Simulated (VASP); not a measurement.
Wanted: the native input for a VASP 6.6.1 run.

| Item | Value |
| --- | --- |
| Task | single point |
| Functional | PBE |
| Potentials or basis | VASP PAW PBE potentials, release 64 (Be, F) |
| Cutoff | 520 eV |
| k mesh | 6 × 4 × 1 |
| Occupations | gaussian, width 0.1 eV |
| Spin | no spin polarisation |
| Dipole correction | yes |
| Further INCAR settings | LREAL = Auto; ALGO = Normal; EDIFF = 1e-06; NBANDS = 46 |

The structure of Be24F lies in POSCAR:

```
Be24F
1.0
    4.5254381414      0.0000000000      0.0000000000
    0.0000000000      7.1336190818      0.0000000000
    0.0000000000      0.0000000000     19.8685529777
Be F
24 1
Direct
    0.0000000000      0.3750000000      0.2013231665
    0.0000000000      0.8750000000      0.2013231665
    0.5000000000      0.3750000000      0.2013231665
    0.5000000000      0.8750000000      0.2013231665
    0.2500000000      0.1250000000      0.2341987732
    0.2500000000      0.6250000000      0.2341987732
    0.7500000000      0.1250000000      0.2341987732
    0.7500000000      0.6250000000      0.2341987732
    0.2500000000      0.3750000000      0.2999499865
    0.2500000000      0.8750000000      0.2999499865
    0.7500000000      0.3750000000      0.2999499865
    0.7500000000      0.8750000000      0.2999499865
    0.0000000000      0.1250000000      0.3268353583
    0.0000000000      0.6250000000      0.3268353583
    0.5000000000      0.1250000000      0.3268353583
    0.5000000000      0.6250000000      0.3268353583
    0.0000000000      0.3750000000      0.3993099146
    0.0000000000      0.8750000000      0.3993099146
    0.5000000000      0.3750000000      0.3993099146
    0.5000000000      0.8750000000      0.3993099146
    0.2500000000      0.1250000000      0.4211958962
    0.2500000000      0.6250000000      0.4211958962
    0.7500000000      0.1250000000      0.4211958962
    0.7500000000      0.6250000000      0.4211958962
    0.5000000000      0.1875000000      0.4800067204
```

The input as run:

INCAR

```
SYSTEM = Be24F
PREC     = Accurate       ! precision mode
ENCUT    = 520            ! plane-wave cutoff, eV
EDIFF    = 1E-6           ! SCF threshold, eV
ISMEAR   = 0              ! smearing method
SIGMA    = 0.1            ! smearing width, eV
LREAL    = Auto         
LASPH    = .TRUE.         ! aspherical terms in the spheres
NELM     = 60             ! most SCF steps
ALGO     = Normal         ! electronic algorithm
ISIF     = 2              ! what is computed and relaxed
LWAVE    = .FALSE.        ! write WAVECAR
LCHARG   = .TRUE.         ! write CHGCAR
LDIPOL   = .TRUE.       
IDIPOL   = 3            
DIPOL    = 0.5 0.5 0.320
GGA      = PE             ! functional
LELF     = .TRUE.         ! ELF
LVHAR    = .TRUE.       
LVACPOTAV= .TRUE.       
NBANDS   = 46             ! bands
```

KPOINTS

```
Automatic mesh
0
G
  6 4 1
  0 0 0
```

Potentials or basis: VASP PAW PBE potentials, release 64 (Be, F).

Launch:

```console
$ cat potpaw_PBE.64/Be/POTCAR potpaw_PBE.64/F/POTCAR > POTCAR
$ mpirun -np 1 vasp_std > vasp.out
```

It gave:

* Largest force: 0.875 eV/Å
* Band gap on the k mesh: zero (an odd number of electrons rules out a gap without spin polarisation)

Caveat: an odd number of electrons without spin polarisation forces a metal; a magnetic or distorted state may lie lower.

It took 17 min on 1 thread of AMD EPYC 7R13 (shared host), peak memory 0.68 GiB.
